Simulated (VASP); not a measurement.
A run of VASP 6.6.1 is set up as follows.

The input INCAR:

```
SYSTEM = Ba
PREC     = Accurate       ! precision mode
ENCUT    = 600            ! plane-wave cutoff, eV
EDIFF    = 1E-6           ! SCF threshold, eV
ISMEAR   = -1             ! smearing method
SIGMA    = 0.05           ! smearing width, eV
LREAL    = .FALSE.        ! projectors in reciprocal space
LASPH    = .TRUE.         ! aspherical terms in the spheres
NELM     = 60             ! most SCF steps
ALGO     = Normal         ! electronic algorithm
ISIF     = 3              ! what is computed and relaxed
LWAVE    = .FALSE.        ! write WAVECAR
LCHARG   = .FALSE.        ! write CHGCAR
GGA      = PS             ! functional
IBRION   = 2              ! ionic algorithm
NSW      = 60             ! ionic steps
EDIFFG   = -0.01          ! ionic threshold
PSTRESS  = 200.0
```

Contents of KPOINTS:

```
regular mesh
0
G
  8 8 8
  0 0 0
```

POSCAR

```
Ba
1.0
   -2.5065000000      2.5065000000      2.5065000000
    2.5065000000     -2.5065000000      2.5065000000
    2.5065000000      2.5065000000     -2.5065000000
Ba
1
Direct
    0.0000000000      0.0000000000      0.0000000000
```

Potentials or basis: VASP PAW PBE potentials, release 64 (Ba_sv).

Command:

```sh
$ cat potpaw_PBE.64/Ba_sv/POTCAR > POTCAR
$ mpirun -np 1 vasp_std > vasp.out
```

Problem. What does it give for the space group after relaxing (to 0.05 Å)?

Solution. Im-3m (No. 229).

Problem. What does it give for the band gap on the k mesh?

Solution. Zero (band 5 reaches 7.60 eV, above the bottom of band 6 at 2.66 eV).

Problem. Predict the relaxed cell.

Solution. a = 3.334 Å, b = 3.334 Å, c = 3.334 Å, α = 109.47°, β = 109.47°, γ = 109.47°.

Step by step:
| step | energy change (eV) | largest force (eV/Å) | pressure (GPa) | volume (Å³) |
| --- | --- | --- | --- | --- |
| 1 | 0.0000 | 0.0000 | -0.66 | 62.99 |
| 2 | 8.6038 | 0.0000 | 283.10 | 14.17 |
| 3 | 0.1030 | 0.0000 | 3.27 | 45.71 |
| 4 | 0.3247 | 0.0000 | 7.10 | 38.58 |
| 5 | 1.1013 | 0.0000 | 19.98 | 28.54 |

Caveat: the cell is relaxed towards a set pressure, so the enthalpy falls and the energy may rise; the volume moved by over 15 % at a fixed basis, so the end points are rough; the PAW data sets were made with another functional, which shifts forces and pressure a little; spin-orbit coupling is left out, which moves the levels of the heavy elements.
